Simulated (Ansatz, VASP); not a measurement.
**Pb: VASP beside Ansatz**

INCAR

```
SYSTEM = Pb
PREC = Accurate ; ENCUT = 520
EDIFF = 1E-7 ; ISMEAR = -1
SIGMA = 0.05 ; LREAL = .FALSE.
LASPH = .TRUE. ; NELM = 100
ALGO = Fast ; ISIF = 2
LWAVE = .FALSE. ; LCHARG = .FALSE.
GGA = VW ; NBANDS = 13
```

Contents of KPOINTS:

```
regular mesh
0
G
  9 9 9
  0 0 0
```

Contents of POSCAR:

```
Pb
1.0
    0.0000000000      2.4584086270      2.4584086270
    2.4584086270      0.0000000000      2.4584086270
    2.4584086270      2.4584086270      0.0000000000
Pb
1
Direct
    0.0000000000      0.0000000000      0.0000000000
```

The input input.yaml:

```yaml
crystal:
  lattice:
    - [0.0, 2.458408627, 2.458408627]
    - [2.458408627, 0.0, 2.458408627]
    - [2.458408627, 2.458408627, 0.0]
  atoms:
    - { symbol: Pb, position: [0.0, 0.0, 0.0] }
hamiltonian:
  xc: { exchange: slater, correlation: vwn5 }
  pseudopotentials: { kind: paw }
kpoints:
  mp_grid: { grid: [9, 9, 9] }
scf:
  occupations: { method: fermi_dirac, width: 0.05 }
output:
  forces: true
  stress: true
  eigenvalues: true
  write_density: true
  write_potential: true
  elf: true
  volumetric_format: npy
```

Alike in both runs: task single point; functional SVWN5; k mesh 9 × 9 × 9; occupations fermi-dirac, width 0.05 eV; no spin polarisation.

|  | VASP | Ansatz |
| --- | --- | --- |
| version | VASP 6.6.1 | Ansatz 0.2.0 |
| potentials or method | VASP PAW PBE potentials, release 64 (Pb_d) | Ansatz PAW |
| plane-wave cutoff (eV) | 520 | 420 |
| valence electrons in the cell | 14 | 14 |

|  | VASP | Ansatz | Ansatz less VASP |
| --- | --- | --- | --- |
| gap on the k mesh at the Fermi level (eV) | none | none | - |
| pressure (GPa) | -1.4 | -1.3 | +0.10 |

VASP's potentials were made for PBE, not for SVWN5. A gap of «none» marks a metal or a gap that the smearing closes. With one functional, cell and mesh, what is left measures potentials, basis and numerics.

Neither program's run includes spin-orbit coupling.
